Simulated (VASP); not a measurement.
# CaO (Fm-3m) in VASP: notebook

CaO is run at these levels: LDA, PBE; tasks: vibrations by perturbation theory, dielectric tensor, elastic constants.

All numbers are computed with VASP 6.6.1; they aren't measurements. Logs are shortened: lines on timing, memory, paths and dates and some standing lists are left out, and cuts for length are marked.

**1. The cell of the first run**

Symmetry: Fm-3m, No. 225, cubic system. The conventional cell has a = 4.807 Å, b = 4.807 Å, c = 4.807 Å, α = 90.00°, β = 90.00°, γ = 90.00°. Ca (site symmetry m-3m) has 6 O at 2.40 Å within 3.2 Å. Within 3.2 Å of O (site symmetry m-3m) lie 6 Ca at 2.40 Å.

**2. Vibrations by perturbation theory, LDA**

Contents of INCAR:

```
SYSTEM = CaO
ALGO     = Normal         ! electronic algorithm
EDIFF    = 1E-8           ! SCF threshold, eV
ENCUT    = 520            ! plane-wave cutoff, eV
IBRION   = 8              ! ionic algorithm
ISIF     = 2              ! what is computed and relaxed
ISMEAR   = 0              ! smearing method
LASPH    = .True.         ! aspherical terms in the spheres
LCHARG   = .False.        ! write CHGCAR
LEPSILON = .True.         ! dielectric tensor by DFPT
LREAL    = .False.        ! projectors in reciprocal space
LWAVE    = .False.        ! write WAVECAR
NELM     = 60             ! most SCF steps
NSW      = 1              ! ionic steps
PREC     = Accurate       ! precision mode
SIGMA    = 0.01           ! smearing width, eV
```

Contents of KPOINTS:

```
k-points
0
Gamma
  7 7 7
  0 0 0
```

Contents of POSCAR:

```
CaO
1.0
    0.0000000000      2.4035556960      2.4035556960
    2.4035556960      0.0000000000      2.4035556960
    2.4035556960      2.4035556960      0.0000000000
Ca O
1 1
Direct
    0.0000000000      0.0000000000      0.0000000000
    0.5000000000      0.5000000000      0.5000000000
```

Potentials or basis: VASP PAW LDA potentials, release 64 (Ca_sv, O).

Started as:

```sh
$ cat potpaw_LDA.64/Ca_sv/POTCAR potpaw_LDA.64/O/POTCAR > POTCAR
$ mpirun -np 1 vasp_std > vasp.out
```

OUTCAR:

```text
SYSTEM = CaO
   EDIFF = 1E-8
   ENCUT = 520
   IBRION = 8
   ISIF = 2
   ISMEAR = 0
   LASPH = .True.
   LEPSILON = .True.
   LREAL = .False.
   NELM = 60
   NSW = 1
   PREC = Accurate

 ion  position               nearest neighbor table
   1  0.000  0.000  0.000-   2 2.40   2 2.40   2 2.40   2 2.40   2 2.40   2 2.40
   2  0.500  0.500  0.500-   1 2.40   1 2.40   1 2.40   1 2.40   1 2.40   1 2.40

  LATTYP: Found a face centered cubic cell.
 ALAT       =     4.8071113920

  Lattice vectors:

 A1 = (   0.0000000000,   2.4035556960,   2.4035556960)
 A2 = (   2.4035556960,   0.0000000000,   2.4035556960)
 A3 = (   2.4035556960,   2.4035556960,   0.0000000000)

Analysis of symmetry for initial positions (statically):
=====================================================================
 Subroutine PRICEL returns:
 Original cell was already a primitive cell.

 Routine SETGRP: Setting up the symmetry group for a
 face centered cubic supercell.

 Subroutine GETGRP returns: Found 48 space group operations
 (whereof 48 operations were pure point group operations)
 out of a pool of 48 trial point group operations.

The static configuration has the point symmetry O_h .

Analysis of symmetry for dynamics (positions and initial velocities):
=====================================================================
 Subroutine PRICEL returns:
 Original cell was already a primitive cell.

 Routine SETGRP: Setting up the symmetry group for a
 face centered cubic supercell.

 Subroutine GETGRP returns: Found 48 space group operations
 (whereof 48 operations were pure point group operations)
 out of a pool of 48 trial point group operations.

The dynamic configuration has the point symmetry O_h .

[... 527 lines left out ...]
 -----------------------------------------------------------------------------
     0.01489 -0.00000  0.00000
     0.00000 -0.00910 -0.00000
    -0.00000 -0.00000 -0.00910

 MACROSCOPIC STATIC DIELECTRIC TENSOR (including local field effects in DFT)
 ------------------------------------------------------
           3.853496    -0.000000     0.000000
          -0.000000     3.853496     0.000000
          -0.000000    -0.000000     3.853496
 ------------------------------------------------------

 PIEZOELECTRIC TENSOR (including local field effects)  for field in x, y, z        (e  Angst)
          XX          YY          ZZ          XY          YZ          ZX
  --------------------------------------------------------------------------------
  x     0.00000     0.00000     0.00000     0.00000     0.00000     0.00000
  y     0.00000     0.00000     0.00000     0.00000     0.00000     0.00000
  z     0.00000     0.00000     0.00000     0.00000     0.00000     0.00000

 PIEZOELECTRIC TENSOR (including local field effects)  for field in x, y, z        (C/m^2)
          XX          YY          ZZ          XY          YZ          ZX
  --------------------------------------------------------------------------------
  x     0.00000     0.00000     0.00000     0.00000     0.00000     0.00000
  y     0.00000     0.00000     0.00000     0.00000     0.00000     0.00000
  z     0.00000     0.00000     0.00000     0.00000     0.00000     0.00000

 BORN EFFECTIVE CHARGES (including local field effects) (in |e|, cummulative output)
 ---------------------------------------------------------------------------------
 ion    1
    1     2.35511     0.00000     0.00000
    2    -0.00000     2.35511     0.00000
    3     0.00000     0.00000     2.35511
 ion    2
    1    -2.35511    -0.00000     0.00000
    2     0.00000    -2.35511     0.00000
    3     0.00000     0.00000    -2.35511

 INTERNAL STRAIN TENSOR FOR ION    2 for displacements in x,y,z  (eV/Angst):
          X           Y           Z          XY          YZ          ZX
  --------------------------------------------------------------------------------
  x     0.00000     0.00000     0.00000     0.00000     0.00000     0.00000
  y     0.00000     0.00000     0.00000     0.00000     0.00000     0.00000
  z     0.00000     0.00000     0.00000     0.00000     0.00000     0.00000

 SECOND DERIVATIVES (NOT SYMMETRIZED)
 ------------------------------------
               1X          1Y          1Z          2X          2Y          2Z
  1X    -2.692526    0.000000    0.000000    2.692526    0.000000    0.000000
  1Y     0.000000   -2.692526    0.000000    0.000000    2.692526    0.000000
  1Z     0.000000    0.000000   -2.692526    0.000000    0.000000    2.692526
  2X     2.643677    0.000000    0.000000   -2.643677    0.000000    0.000000
  2Y     0.000000    2.643677    0.000000    0.000000   -2.643677    0.000000
  2Z     0.000000    0.000000    2.643677    0.000000    0.000000   -2.643677

 Eigenvectors and eigenvalues of the dynamical matrix
 ----------------------------------------------------

   1 f  =    7.536743 THz    47.354750 2PiTHz  251.398672 cm-1    31.169449 meV
             X         Y         Z           dx          dy          dz
      0.000000  0.000000  0.000000    -0.000000   -0.537654   -0.000000
      2.403556  2.403556  2.403556     0.000000    0.843165    0.000000
[... 21 lines left out ...]
   6 f/i=    0.031278 THz     0.196524 2PiTHz    1.043313 cm-1     0.129354 meV
             X         Y         Z           dx          dy          dz
      0.000000  0.000000  0.000000     0.038415    0.225799   -0.811460
      2.403556  2.403556  2.403556     0.024496    0.143984   -0.517437

--------------------------------------------------------------------------------------------------------

 MACROSCOPIC STATIC DIELECTRIC TENSOR IONIC CONTRIBUTION
 ------------------------------------------------------
          13.544868     0.000000     0.000000
           0.000000    13.544868     0.000000
           0.000000     0.000000    13.544868
 ------------------------------------------------------

 ELASTIC MODULI CONTR FROM IONIC RELAXATION (kBar)
 Direction    XX          YY          ZZ          XY          YZ          ZX
 --------------------------------------------------------------------------------
 XX           0.0000      0.0000      0.0000      0.0000      0.0000      0.0000
 YY           0.0000      0.0000      0.0000      0.0000      0.0000      0.0000
 ZZ           0.0000      0.0000      0.0000      0.0000      0.0000      0.0000
 XY           0.0000      0.0000      0.0000      0.0000      0.0000      0.0000
 YZ           0.0000      0.0000      0.0000      0.0000      0.0000      0.0000
 ZX           0.0000      0.0000      0.0000      0.0000      0.0000      0.0000
 --------------------------------------------------------------------------------

 PIEZOELECTRIC TENSOR IONIC CONTR  for field in x, y, z        (C/m^2)
          XX          YY          ZZ          XY          YZ          ZX
  --------------------------------------------------------------------------------
  x     0.00000     0.00000     0.00000     0.00000     0.00000     0.00000
  y     0.00000     0.00000     0.00000     0.00000     0.00000     0.00000
  z     0.00000     0.00000     0.00000     0.00000     0.00000     0.00000
```

OSZICAR:

```text
N       E                     dE             d eps       ncg     rms          rms(c)
DAV:   1     0.123151003554E+03    0.12315E+03   -0.86735E+03   480   0.136E+03
DAV:   2    -0.881683859830E+01   -0.13197E+03   -0.12493E+03   560   0.331E+02
DAV:   3    -0.156301575361E+02   -0.68133E+01   -0.67504E+01   616   0.761E+01
DAV:   4    -0.158896478360E+02   -0.25949E+00   -0.25937E+00   652   0.135E+01
[... 258 lines left out ...]
RMM:  12    -0.356917909166E+00   -0.28789E-06    0.48281E-07  2177   0.173E-04    0.836E-06
RMM:  13    -0.356917851227E+00    0.57939E-07    0.66197E-07  2186   0.848E-05    0.398E-06
RMM:  14    -0.356917887722E+00   -0.36495E-07   -0.52377E-10  2190   0.457E-05    0.236E-06
RMM:  15    -0.356917891819E+00   -0.40966E-08    0.14423E-07  2095   0.239E-05    0.192E-06
RMM:  16    -0.356917892424E+00   -0.60518E-09    0.10750E-08  2102   0.152E-05    0.694E-07
 Linear response finished
```

Wall time 1.9 min (1 thread of Intel Xeon 6975P-C (Granite Rapids), shared host); peak memory 0.18 GiB.

Results:

| Quantity | Value |
| --- | --- |
| Electronic dielectric tensor (diagonal) | 3.85 |
| Born charges (mean of the diagonal) | Ca +2.36; O -2.36 e |
| Highest phonon frequency at Γ, LO-TO splitting left out | 251 cm⁻¹ |

Phonon frequencies in cm⁻¹ (negative: imaginary):
```csv
q point,frequencies
"(0.000, 0.000, 0.000)",-1 -1 -1 251 251 251
```

Electronic dielectric tensor:
```
3.85 0.00 0.00
0.00 3.85 0.00
0.00 0.00 3.85
```

Born effective charge tensors (e):
atom 1, Ca
```
2.36 0.00 0.00
0.00 2.36 0.00
0.00 0.00 2.36
```
atom 2, O
```
-2.36  0.00  0.00
 0.00 -2.36  0.00
 0.00  0.00 -2.36
```

Caveat: the cell stands under pressure or tension, which shifts response properties.

**3. Vibrations by perturbation theory, PBE**

Contents of INCAR:

```
PREC = Accurate ; ENCUT = 520
EDIFF = 1E-8 ; ISMEAR = 0
SIGMA = 0.01 ; LREAL = False
LASPH = True ; NELM = 80
ALGO = Normal ; ISIF = 2
LWAVE = False ; LCHARG = False
GGA = PE ; NBANDS = 15
IBRION = 8 ; NSW = 1
LEPSILON = True
```

Contents of KPOINTS:

```
regular mesh
0
Gamma
  7 7 7
```

POSCAR is that of step 2.

Potentials or basis: VASP PAW PBE potentials, release 64 (Ca_sv, O).

Started as:

```sh
$ cat potpaw_PBE.64/Ca_sv/POTCAR potpaw_PBE.64/O/POTCAR > POTCAR
$ mpirun -np 1 vasp_std > vasp.out
```

OUTCAR:

```text
PREC = Accurate
   ENCUT = 520
   EDIFF = 1E-8
   ISMEAR = 0
   LREAL = False
   LASPH = True
   NELM = 80
   ISIF = 2
   GGA = PE
   IBRION = 8
   NSW = 1
   LEPSILON = True

 ion  position               nearest neighbor table
   1  0.000  0.000  0.000-   2 2.40   2 2.40   2 2.40   2 2.40   2 2.40   2 2.40
   2  0.500  0.500  0.500-   1 2.40   1 2.40   1 2.40   1 2.40   1 2.40   1 2.40

  LATTYP: Found a face centered cubic cell.
 ALAT       =     4.8071113920

  Lattice vectors:

 A1 = (   0.0000000000,   2.4035556960,   2.4035556960)
 A2 = (   2.4035556960,   0.0000000000,   2.4035556960)
 A3 = (   2.4035556960,   2.4035556960,   0.0000000000)

Analysis of symmetry for initial positions (statically):
=====================================================================
 Subroutine PRICEL returns:
 Original cell was already a primitive cell.

 Routine SETGRP: Setting up the symmetry group for a
 face centered cubic supercell.

 Subroutine GETGRP returns: Found 48 space group operations
 (whereof 48 operations were pure point group operations)
 out of a pool of 48 trial point group operations.

The static configuration has the point symmetry O_h .

Analysis of symmetry for dynamics (positions and initial velocities):
=====================================================================
 Subroutine PRICEL returns:
 Original cell was already a primitive cell.

 Routine SETGRP: Setting up the symmetry group for a
 face centered cubic supercell.

 Subroutine GETGRP returns: Found 48 space group operations
 (whereof 48 operations were pure point group operations)
 out of a pool of 48 trial point group operations.

The dynamic configuration has the point symmetry O_h .

 Subroutine INISYM returns: Found 48 space group operations
 (whereof 48 operations are pure point group operations),
 and found     1 'primitive' translations

----------------------------------------------------------------------------------------

                                     Primitive cell

  volume of cell :      27.7711

  direct lattice vectors                    reciprocal lattice vectors
     0.000000000  2.403555696  2.403555696    -0.208025136  0.208025136  0.208025136
     2.403555696  0.000000000  2.403555696     0.208025136 -0.208025136  0.208025136
     2.403555696  2.403555696  0.000000000     0.208025136  0.208025136 -0.208025136

  length of vectors
     3.399141063  3.399141063  3.399141063     0.360310104  0.360310104  0.360310104

  position of ions in fractional coordinates (direct lattice)
     0.000000000  0.000000000  0.000000000
     0.500000000  0.500000000  0.500000000

  ion indices of the primitive-cell ions
   primitive index   ion index
                 1           1
[... 540 lines left out ...]
     0.00003  0.00000  0.00000
     0.00000  0.00003 -0.00000
     0.00000  0.00000 -0.00053

--------------------------------------- Ionic step        4  -------------------------------------------

------------------------ aborting loop because EDIFF is reached ----------------------------------------

[... ionic steps 5 to 6 ...]

--------------------------------------- Ionic step        7  -------------------------------------------

 Free energy of the ion-electron system (eV)
  ---------------------------------------------------
  ---------------------------------------------------
  free energy    TOTEN  =        -0.36447172 eV

  energy without entropy =       -0.36447172

------------------------ aborting loop because EDIFF is reached ----------------------------------------

 INTERNAL STRAIN TENSOR  FOR ION    2  DIRECTION 1   (eV/Angst):
 -----------------------------------------------------------------------------
     0.01564  0.00000  0.00000
    -0.00000 -0.00942  0.00000
     0.00000  0.00000 -0.00942

 MACROSCOPIC STATIC DIELECTRIC TENSOR (including local field effects in DFT)
 ------------------------------------------------------
           3.793195    -0.000000    -0.000000
           0.000000     3.793195     0.000000
          -0.000000    -0.000000     3.793195
 ------------------------------------------------------

 PIEZOELECTRIC TENSOR (including local field effects)  for field in x, y, z        (e  Angst)
          XX          YY          ZZ          XY          YZ          ZX
  --------------------------------------------------------------------------------
  x     0.00000     0.00000     0.00000     0.00000     0.00000     0.00000
  y     0.00000     0.00000     0.00000     0.00000     0.00000     0.00000
  z     0.00000     0.00000     0.00000     0.00000     0.00000     0.00000

 PIEZOELECTRIC TENSOR (including local field effects)  for field in x, y, z        (C/m^2)
          XX          YY          ZZ          XY          YZ          ZX
  --------------------------------------------------------------------------------
  x     0.00000     0.00000     0.00000     0.00000     0.00000     0.00000
  y     0.00000     0.00000     0.00000     0.00000     0.00000     0.00000
  z     0.00000     0.00000     0.00000     0.00000     0.00000     0.00000

 BORN EFFECTIVE CHARGES (including local field effects) (in |e|, cummulative output)
 ---------------------------------------------------------------------------------
 ion    1
    1     2.35726     0.00000     0.00000
    2    -0.00000     2.35726     0.00000
    3     0.00000     0.00000     2.35726
 ion    2
    1    -2.35726    -0.00000     0.00000
    2     0.00000    -2.35726     0.00000
    3     0.00000     0.00000    -2.35726

 INTERNAL STRAIN TENSOR FOR ION    2 for displacements in x,y,z  (eV/Angst):
          X           Y           Z          XY          YZ          ZX
  --------------------------------------------------------------------------------
  x     0.00000     0.00000     0.00000     0.00000     0.00000     0.00000
  y     0.00000     0.00000     0.00000     0.00000     0.00000     0.00000
  z     0.00000     0.00000     0.00000     0.00000     0.00000     0.00000

 SECOND DERIVATIVES (NOT SYMMETRIZED)
 ------------------------------------
               1X          1Y          1Z          2X          2Y          2Z
  1X    -3.121320    0.000000    0.000000    3.121320    0.000000    0.000000
  1Y     0.000000   -3.121320    0.000000    0.000000    3.121320    0.000000
  1Z     0.000000    0.000000   -3.121320    0.000000    0.000000    3.121320
  2X     3.102844    0.000000    0.000000   -3.102844    0.000000    0.000000
  2Y     0.000000    3.102844    0.000000    0.000000   -3.102844    0.000000
  2Z     0.000000    0.000000    3.102844    0.000000    0.000000   -3.102844

 Eigenvectors and eigenvalues of the dynamical matrix
 ----------------------------------------------------

   1 f  =    8.150475 THz    51.210947 2PiTHz  271.870596 cm-1    33.707643 meV
             X         Y         Z           dx          dy          dz
      0.000000  0.000000  0.000000    -0.000000   -0.535285    0.000000
      2.403556  2.403556  2.403556     0.000000    0.844672    0.000000
[... 21 lines left out ...]
   6 f/i=    0.010939 THz     0.068735 2PiTHz    0.364901 cm-1     0.045242 meV
             X         Y         Z           dx          dy          dz
      0.000000  0.000000  0.000000     0.577986   -0.615703    0.017678
      2.403556  2.403556  2.403556     0.366281   -0.390183    0.011203

--------------------------------------------------------------------------------------------------------

 MACROSCOPIC STATIC DIELECTRIC TENSOR IONIC CONTRIBUTION
 ------------------------------------------------------
          11.634182     0.000000     0.000000
          -0.000000    11.634182    -0.000000
           0.000000    -0.000000    11.634182
 ------------------------------------------------------

 ELASTIC MODULI CONTR FROM IONIC RELAXATION (kBar)
 Direction    XX          YY          ZZ          XY          YZ          ZX
 --------------------------------------------------------------------------------
 XX           0.0000      0.0000      0.0000      0.0000      0.0000      0.0000
 YY           0.0000      0.0000      0.0000      0.0000      0.0000      0.0000
 ZZ           0.0000      0.0000      0.0000      0.0000      0.0000      0.0000
 XY           0.0000      0.0000      0.0000      0.0000      0.0000      0.0000
 YZ           0.0000      0.0000      0.0000      0.0000      0.0000      0.0000
 ZX           0.0000      0.0000      0.0000      0.0000      0.0000      0.0000
 --------------------------------------------------------------------------------

 PIEZOELECTRIC TENSOR IONIC CONTR  for field in x, y, z        (C/m^2)
          XX          YY          ZZ          XY          YZ          ZX
  --------------------------------------------------------------------------------
  x     0.00000     0.00000     0.00000     0.00000     0.00000     0.00000
  y     0.00000     0.00000     0.00000     0.00000     0.00000     0.00000
  z     0.00000     0.00000     0.00000     0.00000     0.00000     0.00000
```

stdout:

```text
POSCAR found type information on POSCAR CaO
 POSCAR found :  2 types and       2 ions
 scaLAPACK will be used
 LDA part: xc-table for (Slater+PW92), standard interpolation
 POSCAR, INCAR and KPOINTS ok, starting setup
 FFT: planning ... GRIDC
 FFT: planning ... GRID_SOFT
 FFT: planning ... GRID
 WAVECAR not read
 entering main loop
[... 23 lines left out ...]
  Direction:   3
 dielectric tensor                  component  3 :     0.019     0.188     3.793
 Linear response DOF=           2
 Linear response progress:
 first order change of Fermi-energy   0.15495E-02
 force on displaced ion       1 direction 1 :  -3.121   0.000   0.000
 Born effective charge ion    1 direction 1 :   2.357   0.000   0.000
 Linear response progress:
 first order change of Fermi-energy   0.27690E-03
 force on displaced ion       2 direction 1 :  -3.103   0.000   0.000
 Born effective charge ion    2 direction 1 :  -2.358   0.000   0.000
 Born effective charges drift removed
 Linear response finished
```

It took 3.5 min on 1 thread of Intel Xeon 6975P-C (Granite Rapids), shared host; peak memory 0.19 GiB.

What came out:

```yaml
Electronic_dielectric_tensor_diagonal: 3.79
Born_charges_mean_of_the_diagonal: Ca +2.36; O -2.36 e
Highest_phonon_frequency_at_Γ_LO-TO_splitting_left_out: 272 cm⁻¹
```

Phonon frequencies in cm⁻¹ (negative: imaginary):
```
              q point        frequencies
(0.000, 0.000, 0.000)  0 0 0 272 272 272
```

Electronic dielectric tensor:
```
3.79 0.00 0.00
0.00 3.79 0.00
0.00 0.00 3.79
```

Born effective charge tensors (e):
atom 1, Ca
```
2.36 0.00 0.00
0.00 2.36 0.00
0.00 0.00 2.36
```
atom 2, O
```
-2.36  0.00  0.00
 0.00 -2.36  0.00
 0.00  0.00 -2.36
```

Caveat: the cell stands under pressure or tension, which shifts response properties.

(Part 1 of 2 ends here.)
